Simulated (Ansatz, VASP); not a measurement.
**Ni: VASP beside Ansatz**

File INCAR:

```
PREC     = Accurate       # precision mode
ENCUT    = 520            # plane-wave cutoff, eV
EDIFF    = 1E-7           # SCF threshold, eV
ISMEAR   = -1             # smearing method
SIGMA    = 0.05           # smearing width, eV
LREAL    = F              # projectors in reciprocal space
LASPH    = T              # aspherical terms in the spheres
NELM     = 80             # most SCF steps
ALGO     = Normal         # electronic algorithm
ISIF     = 2              # what is computed and relaxed
LWAVE    = F              # write WAVECAR
LCHARG   = F              # write CHGCAR
GGA      = CA             # functional
NBANDS   = 11             # bands
```

The input KPOINTS:

```
regular mesh
0
Gamma
  17 17 17
```

Contents of POSCAR:

```
Ni
1.0
   -1.2286065031      1.2286065031      1.2286065031
    1.2286065031     -1.2286065031      1.2286065031
    1.2286065031      1.2286065031     -1.2286065031
Ni
1
Direct
    0.0000000000      0.0000000000      0.0000000000
```

Input for Ansatz:

```yaml
crystal:
  lattice:
    - [-1.2286065031, 1.2286065031, 1.2286065031]
    - [1.2286065031, -1.2286065031, 1.2286065031]
    - [1.2286065031, 1.2286065031, -1.2286065031]
  atoms:
    - { symbol: Ni, position: [0.0, 0.0, 0.0] }
kpoints:
  mp_grid: { grid: [17, 17, 17] }
scf:
  occupations: { method: fermi_dirac, width: 0.05 }
  lower_state_search: "off"
hamiltonian:
  xc: lda
  pseudopotentials: { kind: paw }
output:
  forces: true
  stress: true
  eigenvalues: true
  write_density: true
  write_potential: true
  elf: true
  volumetric_format: npy
```

Change from the starting cell: volume scaled by 0.7, no spin polarisation, PAW files.

Alike in both runs: task single point; functional LDA; k mesh 17 × 17 × 17; occupations fermi-dirac, width 0.05 eV; no spin polarisation.

```csv
,VASP,Ansatz
version,VASP 6.6.1,Ansatz 0.2.0
potentials or method,"VASP PAW LDA potentials, release 64 (Ni)","PAW with Ansatz's default frozen-core files, scalar-relativistic"
plane-wave cutoff (eV),520,420
valence electrons in the cell,10,18
```

Ansatz gave:

```
pressure (GPa) : 157.9
```

Question: What did VASP give for the same quantities?

Answer: Pressure (GPa): 157.7.

LDA's correlation is that of Perdew and Zunger in VASP and of Perdew and Wang (1992) in Ansatz. Both programs put the cell under a high pressure, so it lies far from rest at this level. VASP's potentials hold 10 valence electrons a cell and Ansatz's 18, so a difference there can come from the potentials and not from the codes.

Noted on VASP's run: the cell as given lies far from equilibrium.
